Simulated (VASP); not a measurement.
# ZrB2 (P6/mmm) in VASP: further runs

ZrB2 is run at these levels: PBEsol; tasks: single point.

Everything below comes from runs of VASP 6.6.1. Logs are shortened: lines on timing, memory, paths and dates and some standing lists are left out, and cuts for length are marked.

### Step 1. The cell of the first run

The structure is hexagonal, space group P6/mmm (No. 191). Conventional cell: a = 3.237 Å, b = 3.237 Å, c = 3.598 Å, α = 90.00°, β = 90.00°, γ = 120.00°. Within 3.4 Å of Zr (site symmetry 6/mmm) lie 12 B at 2.59 Å and 6 Zr at 3.24 Å. Within 2.6 Å of B (site symmetry -6m2) lie 3 B at 1.87 Å and 6 Zr at 2.59 Å.

### Step 2. Single point, PBEsol (10.88 Å³/atom)

INCAR reads:

```
PREC = Accurate
ENCUT = 520
EDIFF = 1E-7
ISMEAR = 0
SIGMA = 0.15
LREAL = False
LASPH = True
NELM = 80
ALGO = Normal
ISIF = 2
LWAVE = False
LCHARG = False
GGA = PS
NBANDS = 16
```

KPOINTS reads:

```
Automatic mesh
0
Gamma
  18 18 12
```

POSCAR reads:

```
ZrB2
1.0
    3.2368622883      0.0000000000      0.0000000000
   -1.6184311442      2.8032049702      0.0000000000
    0.0000000000      0.0000000000      3.5979149995
Zr B
1 2
Direct
    0.0000000000      0.0000000000      0.0000000000
    0.3333333333      0.6666666667      0.5000000000
    0.6666666667      0.3333333333      0.5000000000
```

Potentials or basis: VASP PAW PBE potentials, release 64 (Zr_sv, B).

On the command line:

```
> cat potpaw_PBE.64/Zr_sv/POTCAR potpaw_PBE.64/B/POTCAR > POTCAR
> mpirun -np 1 vasp_std > vasp.out
```

OUTCAR:

```text
PREC = Accurate
   ENCUT = 520
   EDIFF = 1E-7
   ISMEAR = 0
   LREAL = False
   LASPH = True
   NELM = 80
   ISIF = 2
   GGA = PS

 ion  position               nearest neighbor table
   1  0.000  0.000  0.000-   2 2.59   3 2.59   2 2.59   3 2.59   3 2.59   3 2.59   2 2.59   2 2.59
                             3 2.59   3 2.59   2 2.59   2 2.59
   2  0.333  0.667  0.500-   3 1.87   3 1.87   3 1.87   1 2.59   1 2.59   1 2.59   1 2.59   1 2.59
                             1 2.59
   3  0.667  0.333  0.500-   2 1.87   2 1.87   2 1.87   1 2.59   1 2.59   1 2.59   1 2.59   1 2.59
                             1 2.59

  LATTYP: Found a hexagonal cell.
 ALAT       =     3.2368622883
 C/A-ratio  =     1.1115440445

  Lattice vectors:

 A1 = (   3.2368622883,   0.0000000000,   0.0000000000)
 A2 = (  -1.6184311442,   2.8032049702,   0.0000000000)
 A3 = (   0.0000000000,   0.0000000000,   3.5979149995)

Analysis of symmetry for initial positions (statically):
=====================================================================
 Subroutine PRICEL returns:
 Original cell was already a primitive cell.

 Routine SETGRP: Setting up the symmetry group for a
 hexagonal supercell.

 Subroutine GETGRP returns: Found 24 space group operations
 (whereof 24 operations were pure point group operations)
 out of a pool of 24 trial point group operations.

The static configuration has the point symmetry D_6h.

Analysis of symmetry for dynamics (positions and initial velocities):
=====================================================================
 Subroutine PRICEL returns:
 Original cell was already a primitive cell.

 Routine SETGRP: Setting up the symmetry group for a
 hexagonal supercell.

 Subroutine GETGRP returns: Found 24 space group operations
 (whereof 24 operations were pure point group operations)
 out of a pool of 24 trial point group operations.

The dynamic configuration has the point symmetry D_6h.

 Subroutine INISYM returns: Found 24 space group operations
 (whereof 24 operations are pure point group operations),
 and found     1 'primitive' translations

----------------------------------------------------------------------------------------

                                     Primitive cell

  volume of cell :      32.6460

  direct lattice vectors                    reciprocal lattice vectors
     3.236862288  0.000000000  0.000000000     0.308941163  0.178367264  0.000000000
    -1.618431144  2.803204970  0.000000000     0.000000000  0.356734527  0.000000000
     0.000000000  0.000000000  3.597914999     0.000000000  0.000000000  0.277938751

  length of vectors
     3.236862288  3.236862288  3.597914999     0.356734527  0.356734527  0.277938751

  position of ions in fractional coordinates (direct lattice)
     0.000000000  0.000000000  0.000000000
     0.333333333  0.666666667  0.500000000
     0.666666667  0.333333333  0.500000000

  ion indices of the primitive-cell ions
   primitive index   ion index
                 1           1
                 2           2
                 3           3

----------------------------------------------------------------------------------------

 KPOINTS: Automatic mesh

Automatic generation of k-mesh.
 Grid dimensions read from file:
 generate k-points for:   18   18   12

 Generating k-lattice:

  Cartesian coordinates                     Fractional coordinates (reciprocal lattice)
     0.017163398  0.009909292  0.000000000     0.055555556  0.000000000  0.000000000
     0.000000000  0.019818585  0.000000000     0.000000000  0.055555556  0.000000000
     0.000000000  0.000000000  0.023161563     0.000000000  0.000000000  0.083333333

  Length of vectors
     0.019818585  0.019818585  0.023161563

  Shift w.r.t. Gamma in fractional coordinates (k-lattice)
     0.000000000  0.000000000  0.000000000

 Subroutine IBZKPT returns following result:
 ===========================================

 Found    259 irreducible k-points:

 Following reciprocal coordinates:
            Coordinates               Weight
  0.000000  0.000000  0.000000      1.000000
  0.055556 -0.000000  0.000000      6.000000
  0.111111 -0.000000  0.000000      6.000000
  0.166667  0.000000  0.000000      6.000000
  0.222222  0.000000  0.000000      6.000000
  0.277778  0.000000  0.000000      6.000000
[... 16 lines left out ...]
  0.333333  0.111111  0.000000     12.000000
  0.388889  0.111111  0.000000     12.000000
 [... further k-points ...]
   k-points           NKPTS =    259   k-points in BZ     NKDIM =    259   number of bands    NBANDS=     16
   number of dos      NEDOS =    301   number of ions     NIONS =      3
   total plane-waves  NPLWV =  16128
   dimension x,y,z NGX =    24 NGY =   24 NGZ =   28
   dimension x,y,z NGXF=    48 NGYF=   48 NGZF=   56
   ions per type =               1   2
   NGX,Y,Z   is equivalent  to a cutoff of  12.33, 12.33, 12.94 a.u.
   NGXF,Y,Z  is equivalent  to a cutoff of  24.65, 24.65, 25.88 a.u.
 SYSTEM =  unknown system
   PREC   = accura    normal or accurate (medium, high low for compatibility)
   ISTART =      0    job   : 0-new  1-cont  2-samecut
   ICHARG =      2    charge: 1-file 2-atom 10-const
   ISPIN  =      1    spin polarized calculation?
   LNONCOLLINEAR =      F non collinear calculations
   LSORBIT =      F    spin-orbit coupling
   LASPH  =      T    aspherical Exc in radial PAW
   ENCUT  =  520.0 eV  38.22 Ry    6.18 a.u.   6.02  6.02  6.69*2*pi/ulx,y,z
   NELM   =     80;   NELMIN=  2; NELMDL= -5     # of ELM steps
   EDIFF  = 0.1E-06   stopping-criterion for ELM
   LREAL  =      F    real-space projection
   EDIFFG = 0.1E-05   stopping-criterion for IOM
   NSW    =      0    number of steps for IOM
   IBRION =     -1    ionic relax: 0-MD 1-quasi-New 2-CG
   NFREE  =      0    steps in history (QN), initial steepest desc. (CG)
   ISIF   =      2    stress and relaxation
   ISYM   =      2    0-nonsym 1-usesym 2-fastsym
   POTIM  = 0.5000    time-step for ionic-motion
   TEBEG  =    0.0;   TEEND  =   0.0 temperature during run
   PSTRESS=    0.0 pullay stress
   NELECT =      18.0000    total number of electrons
   NUPDOWN=      -1.0000    fix difference up-down
   EMIN   =  10.00;   EMAX   =-10.00  energy-range for DOS
   EFERMI =   0.00;   METHOD = LEGACY
   ISMEAR =     0;   SIGMA  =   0.15  broadening in eV -4-tet -1-fermi 0-gaus
   EFERMI_NEDOS =   21; number of points for ismear=-14 and -15
   IALGO  =     38    algorithm
   IMIX   =      4    mixing-type and parameters
     AMIX     =   0.40;   BMIX     =  1.00
     AMIX_MAG =   1.60;   BMIX_MAG =  1.00
  volume/ion in A,a.u.               =      10.88        73.44
  Fermi-wavevector in a.u.,A,eV,Ry     =   1.342422  2.536809 24.519010  1.802096
  Thomas-Fermi vector in A             =   2.470577
   LORBIT       =      0    0 simple, 1 ext, 2 COOP (PROOUT), +10 PAW based schemes
   GGA     = PS    functional components
   LHFCALC =     F    Hartree Fock is set to
   AEXX    =    0.0000 exact exchange contribution
   IVDW    =     0    specifies the selected vdW correction
   LEPSILON=     F    determine dielectric tensor
   LRPA    =     F    only Hartree local field effects (RPA)
 non-spin polarized calculation
 Gauss-broadening in eV      SIGMA  =   0.15
  energy-cutoff  :      520.00
  volume of cell :       32.65
 maximum number of plane-waves:       903
   NGX = 13   NGY = 13   NGZ = 13

 number of electron      18.0000000 magnetization

 Free energy of the ion-electron system (eV)
  ---------------------------------------------------
  ext. energy  EPLUGINS =         0.00000000
  ---------------------------------------------------
  free energy    TOTEN  =       -26.27639593 eV

  energy without entropy =      -26.27347681  energy(sigma->0) =      -26.27493637

 E-fermi :   9.8105     XC(G=0): -12.2605

 val. band max:        9.7493407062   @ k =   0.1111  -0.0000   0.4167
 cond. band min:       9.8130026260   @ k =   0.2222   0.2222   0.0833
 fundamental gap:      0.0636619198
 Fermi energy:         9.8105469741

 k-point     1 :       0.0000    0.0000    0.0000
  band No.  band energies     occupation
      1     -38.9199      2.00000
      2     -17.1087      2.00000
      3     -16.6323      2.00000
      4     -16.6323      2.00000
      5      -2.6338      2.00000
      6       7.2545      2.00000
[... 8 lines left out ...]
     15      14.6684      0.00000
     16      14.6684      0.00000

 k-point     2 :       0.0556   -0.0000    0.0000
  band No.  band energies     occupation
      1     -38.9172      2.00000
      2     -17.1046      2.00000
      3     -16.6571      2.00000
      4     -16.6377      2.00000
      5      -2.5752      2.00000
      6       7.0670      2.00000
[... 8 lines left out ...]
     15      14.9448      0.00000
     16      15.1164      0.00000

 k-point     3 :       0.1111   -0.0000    0.0000
  band No.  band energies     occupation
      1     -38.9095      2.00000
      2     -17.0926      2.00000
      3     -16.7279      2.00000
      4     -16.6533      2.00000
      5      -2.4018      2.00000
      6       6.5714      2.00000
[... 8 lines left out ...]
     15      15.3304      0.00000
     16      15.9720      0.00000

 k-point     4 :       0.1667    0.0000    0.0000
  band No.  band energies     occupation
      1     -38.8976      2.00000
      2     -17.0743      2.00000
      3     -16.8346      2.00000
      4     -16.6771      2.00000
      5      -2.1213      2.00000
      6       5.8940      2.00000
[... 8 lines left out ...]
     15      16.2047      0.00000
     16      16.2277      0.00000

 k-point     5 :       0.2222    0.0000    0.0000
  band No.  band energies     occupation
      1     -38.8829      2.00000
      2     -17.0518      2.00000
      3     -16.9629      2.00000
      4     -16.7061      2.00000
      5      -1.7441      2.00000
      6       5.1306      2.00000
[... 8 lines left out ...]
     15      16.2826      0.00000
     16      17.3411      0.00000

 k-point     6 :       0.2778    0.0000    0.0000
  band No.  band energies     occupation
      1     -38.8673      2.00000
      2     -17.0963      2.00000
      3     -17.0276      2.00000
      4     -16.7367      2.00000
      5      -1.2817      2.00000
      6       4.3346      2.00000
[... 8 lines left out ...]
     15      16.7847      0.00000
     16      18.5425      0.00000
[... 267 lines left out ...]
 k-point    21 :       0.2222    0.1111    0.0000
  band No.  band energies     occupation
      1     -38.8624      2.00000
      2     -17.1095      2.00000
      3     -17.0202      2.00000
      4     -16.7752      2.00000
      5      -1.1270      2.00000
      6       4.3233      2.00000
[... 8 lines left out ...]
     15      16.4171      0.00000
     16      18.0261      0.00000

 k-point    22 :       0.2778    0.1111    0.0000
  band No.  band energies     occupation
      1     -38.8486      2.00000
      2     -17.2151      2.00000
      3     -16.9988      2.00000
      4     -16.8122      2.00000
      5      -0.5942      2.00000
      6       3.5893      2.00000
[... 8 lines left out ...]
     15      17.1791      0.00000
     16      18.7363      0.00000

 k-point    23 :       0.3333    0.1111    0.0000
  band No.  band energies     occupation
      1     -38.8372      2.00000
      2     -17.2999      2.00000
      3     -16.9813      2.00000
      4     -16.8423      2.00000
      5       0.0031      2.00000
      6       2.8384      2.00000
[... 8 lines left out ...]
     15      17.9967      0.00000
     16      18.5100      0.00000

 k-point    24 :       0.3889    0.1111    0.0000
  band No.  band energies     occupation
      1     -38.8298      2.00000
      2     -17.3545      2.00000
      3     -16.9698      2.00000
      4     -16.8618      2.00000
      5       0.6533      2.00000
      6       2.0919      2.00000
[... 8 lines left out ...]
     15      17.8946      0.00000
     16      18.6649      0.00000

 [... further k-points ...]

------------------------ aborting loop because EDIFF is reached ----------------------------------------

  FORCE on cell =-STRESS in cart. coord.  units (eV):
  Direction    XX          YY          ZZ          XY          YZ          ZX
  --------------------------------------------------------------------------------------
  -------------------------------------------------------------------------------------
  Total       -3.4367069     -3.4367069     -3.1212859      0.0000000     -0.0000000     -0.0000000
  in kB     -168.6642737   -168.6642737   -153.1842668      0.0000000     -0.0000000     -0.0000000
  external PRESSURE =    -163.5042714 kB  Pullay stress =       0.0000000 kB

 VOLUME and BASIS-vectors are now :
 -----------------------------------------------------------------------------
  energy-cutoff  :      520.00
  volume of cell :       32.65
      direct lattice vectors                 reciprocal lattice vectors
     3.236862288  0.000000000  0.000000000     0.308941163  0.178367264  0.000000000
    -1.618431144  2.803204970  0.000000000     0.000000000  0.356734527  0.000000000
     0.000000000  0.000000000  3.597914999     0.000000000  0.000000000  0.277938751

 POSITION                                       TOTAL-FORCE (eV/Angst)
 -----------------------------------------------------------------------------------
      0.00000      0.00000      0.00000        -0.000000      0.000000      0.000000
     -0.00000      1.86880      1.79896        -0.000000      0.000000      0.000000
      1.61843      0.93440      1.79896         0.000000      0.000000      0.000000
 -----------------------------------------------------------------------------------
    total drift:                               -0.000000      0.000000      0.000000

  FREE ENERGIE OF THE ION-ELECTRON SYSTEM (eV)
  ---------------------------------------------------
  free  energy   TOTEN  =       -26.2763959337 eV

  energy  without entropy=      -26.2734768081  energy(sigma->0) =      -26.27493637
```

Run time: 2.8 min. Hardware: 1 thread of AMD EPYC 7R43 (Zen 3), shared host; peak memory 0.21 GiB.

Results:

```
Free energy            : -26.2764 eV
Pressure               : -16.4 GPa
Band gap on the k mesh : zero (bands 9 and 10 overlap by 1.15 eV)
```

Levels at points of the mesh, in eV from the Fermi level:
```csv
k point,band 7,band 8,band 9,band 10,band 11,band 12
"(0.00, 0.00, 0.00)",-2.56,-2.51,-2.35,3.09,3.09,3.89
"(0.50, 0.00, 0.00)",-3.71,-3.00,-2.58,2.10,2.12,4.52
"(0.00, 0.00, 0.50)",-0.96,-0.96,0.23,0.23,0.68,0.68
"(0.50, 0.00, 0.50)",-4.45,-3.98,-2.14,3.42,3.73,4.86
```

Caveat: the cell stands under tension; the PAW data sets were made with another functional, which shifts forces and pressure a little.

### Step 3. Single point, PBEsol (10.88 Å³/atom)

INCAR reads:

```
SYSTEM = ZrB2
ALGO = Normal ; EDIFF = 1E-6
ENCUT = 520 ; GGA = PS
ISIF = 2 ; ISMEAR = 0
LASPH = .TRUE. ; LCHARG = .FALSE.
LREAL = .FALSE. ; LWAVE = .FALSE.
NBANDS = 16 ; NELM = 60
PREC = Accurate ; SIGMA = 0.15
```

KPOINTS reads:

```
k-points
0
G
  18 18 12
  0 0 0
```

POSCAR reads:

```
ZrB2
1.0
    3.1085897340      0.0000000000      0.0000000000
   -1.5542948670      2.6921176796      0.0000000000
    0.0000000000      0.0000000000      3.9009692572
Zr B
1 2
Direct
    0.0000000000      0.0000000000      0.0000000000
    0.3333333333      0.6666666667      0.5000000000
    0.6666666667      0.3333333333      0.5000000000
```

Potentials or basis: VASP PAW PBE potentials, release 64 (Zr_sv, B).

On the command line:

```
> cat potpaw_PBE.64/Zr_sv/POTCAR potpaw_PBE.64/B/POTCAR > POTCAR
> mpirun -np 1 vasp_std > vasp.out
```

It took 2.7 min on 1 thread of AMD EPYC 7R43 (Zen 3), shared host; peak memory 0.22 GiB.

The run converged. Its results:

```yaml
Free_energy: -26.0042 eV
Pressure: -13.0 GPa
Band_gap_on_the_k_mesh: zero (bands 9 and 10 overlap by 0.91 eV)
```

Stress tensor (GPa, compression positive):
```
 -1.67   0.00   0.00
  0.00  -1.67   0.00
  0.00   0.00 -35.81
```

Levels at points of the mesh, in eV from the Fermi level:
```tsv
k point	band 6	band 7	band 8	band 9	band 10	band 11	band 12	band 13
(0.00, 0.00, 0.00)	-3.03	-2.78	-1.56	-1.56	3.22	3.22	3.44	3.44
(0.50, 0.00, 0.00)	-8.17	-4.08	-2.53	-2.43	2.06	2.25	4.63	5.42
(0.00, 0.00, 0.50)	-6.76	-0.22	-0.22	0.14	0.86	0.86	1.51	1.51
(0.50, 0.00, 0.50)	-6.98	-3.77	-3.66	-1.79	2.37	4.33	4.63	5.48
```

Caveat: the stress differs along the axes, from -36 to -2 GPa; the PAW data sets were made with another functional, which shifts forces and pressure a little.

### Step 4. Single point, PBEsol (11.28 Å³/atom)

This run uses another cell than the first one, of 11.28 Å³/atom.

INCAR reads:

```
PREC = Accurate
ENCUT = 520
EDIFF = 1E-6
ISMEAR = 0
SIGMA = 0.15
LREAL = False
LASPH = True
NELM = 80
ALGO = Normal
ISIF = 2
LWAVE = False
LCHARG = False
GGA = PS
NBANDS = 16
```

KPOINTS reads:

```
Automatic mesh
0
Gamma
  18 18 12
```

POSCAR reads:

```
ZrB2
1.0
    3.4812346443      0.0000000000      0.0000000000
   -1.7406173222      3.0148376385      0.0000000000
    0.0000000000      0.0000000000      3.2257120214
Zr B
1 2
Direct
    0.0000000000      0.0000000000      0.0000000000
    0.3333333333      0.6666666667      0.5000000000
    0.6666666667      0.3333333333      0.5000000000
```

On the command line:

```
> cat potpaw_PBE.64/Zr_sv/POTCAR potpaw_PBE.64/B/POTCAR > POTCAR
> mpirun -np 1 vasp_std > vasp.out
```

It took 3.3 min on 1 thread of AMD EPYC 7R43 (Zen 3), shared host; peak memory 0.22 GiB.

Results (log left out):

```
Free energy            : -25.4509 eV
Pressure               : -22.4 GPa
Band gap on the k mesh : zero (bands 9 and 10 overlap by 1.53 eV)
```

Stress tensor (GPa, compression positive):
```
-39.07   0.00   0.00
  0.00 -39.07   0.00
  0.00   0.00  11.01
```

Levels at points of the mesh, in eV from the Fermi level:
```
           k point  band 5  band 6  band 7  band 8  band 9  band 10  band 11  band 12  band 13  band 14
(0.00, 0.00, 0.00)  -11.82   -3.32   -3.32   -1.84   -0.52     2.04     3.36     3.36     3.92     3.92
(0.50, 0.00, 0.00)   -8.46   -8.23   -2.96   -2.55   -1.97     2.70     3.10     3.24     3.71     6.93
(0.00, 0.00, 0.50)   -9.39   -6.39   -1.19   -1.19   -0.94    -0.94     0.82     0.82     3.37     4.38
(0.50, 0.00, 0.50)   -9.15   -6.07   -4.67   -3.75   -2.29     3.20     4.13     5.00     6.45     6.83
```

Caveat: the stress differs along the axes, from -39 to 11 GPa; the PAW data sets were made with another functional, which shifts forces and pressure a little.

### Step 5. Single point, PBEsol (11.28 Å³/atom)

This run uses another cell than the first one, of 11.28 Å³/atom.

INCAR reads:

```
  ALGO = Normal
  EDIFF = 1E-6
  ENCUT = 520
  GGA = PS
  ISIF = 2
  ISMEAR = 0
  LASPH = True
  LCHARG = True
  LELF = True
  LREAL = False
  LVHAR = True
  LWAVE = False
  NBANDS = 16
  NELM = 60
  PREC = Accurate
  SIGMA = 0.15
```

KPOINTS reads:

```
k-points
0
Gamma
  18 18 12
```

POSCAR reads:

```
ZrB2
1.0
    3.2107156060      0.0000000000      0.0000000000
   -1.6053578030      2.7805612791      0.0000000000
    0.0000000000      0.0000000000      3.7921762022
Zr B
1 2
Direct
    0.0000000000      0.0000000000      0.0000000000
    0.3333333333      0.6666666667      0.5000000000
    0.6666666667      0.3333333333      0.5000000000
```

On the command line:

```
> cat potpaw_PBE.64/Zr_sv/POTCAR potpaw_PBE.64/B/POTCAR > POTCAR
> mpirun -np 1 vasp_std > vasp.out
```

It took 2.5 min on 1 thread of AMD EPYC 7R43 (Zen 3), shared host; peak memory 0.22 GiB.

It converged, with:

```yaml
Free_energy: -26.0764 eV
Pressure: -21.3 GPa
Band_gap_on_the_k_mesh: zero (bands 9 and 10 overlap by 1.31 eV)
```

Stress tensor (GPa, compression positive):
```
-16.37   0.00   0.00
  0.00 -16.37   0.00
  0.00   0.00 -31.05
```

Levels at points of the mesh, in eV from the Fermi level:
| k point | band 7 | band 8 | band 9 | band 10 | band 11 | band 12 |
| --- | --- | --- | --- | --- | --- | --- |
| (0.00, 0.00, 0.00) | -2.62 | -2.06 | -2.06 | 3.03 | 3.03 | 3.33 |
| (0.50, 0.00, 0.00) | -3.86 | -2.79 | -2.43 | 1.95 | 2.00 | 4.31 |
| (0.00, 0.00, 0.50) | -0.66 | -0.66 | 0.70 | 0.70 | 0.78 | 0.78 |
| (0.50, 0.00, 0.50) | -4.01 | -3.81 | -2.07 | 2.68 | 3.92 | 4.75 |

Caveat: the stress differs along the axes, from -31 to -16 GPa; the PAW data sets were made with another functional, which shifts forces and pressure a little.

[end of part 1 of 2]

The gap in the log of VASP goes by the Fermi energy; the results here count the filled bands.